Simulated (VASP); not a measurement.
A run of VASP 6.6.1 is set up as follows.

INCAR

```
  PREC = Accurate
  ENCUT = 520
  EDIFF = 1E-6
  ISMEAR = -1
  SIGMA = 0.1
  LREAL = False
  LASPH = True
  NELM = 80
  ALGO = Normal
  ISIF = 2
  LWAVE = False
  LCHARG = True
  GGA = B5
  ALDAX = 1.0
  AGGAX = 1.0
  AGGAC = 1.0
  ALDAC = 0.0
  LELF = True
  LVHAR = True
  NBANDS = 12
```

File KPOINTS:

```
regular mesh
0
Gamma
  14 14 14
```

File POSCAR:

```
V
1.0
    2.4085723919      0.0000000000      0.0000000000
    0.0000000000      2.4085723919      0.0000000000
    0.0000000000      0.0000000000      2.4085723919
V
1
Direct
    0.0000000000      0.0000000000      0.0000000000
```

Potentials or basis: VASP PAW PBE potentials, release 64 (V_sv).

Launch:

```bash
$ cat potpaw_PBE.64/V_sv/POTCAR > POTCAR
$ mpirun -np 1 vasp_std > vasp.out
```

**Question.** Predict the pressure.

**Answer.** 13.1 GPa.

Caveat: the PAW data sets were made with another functional, which shifts forces and pressure a little.
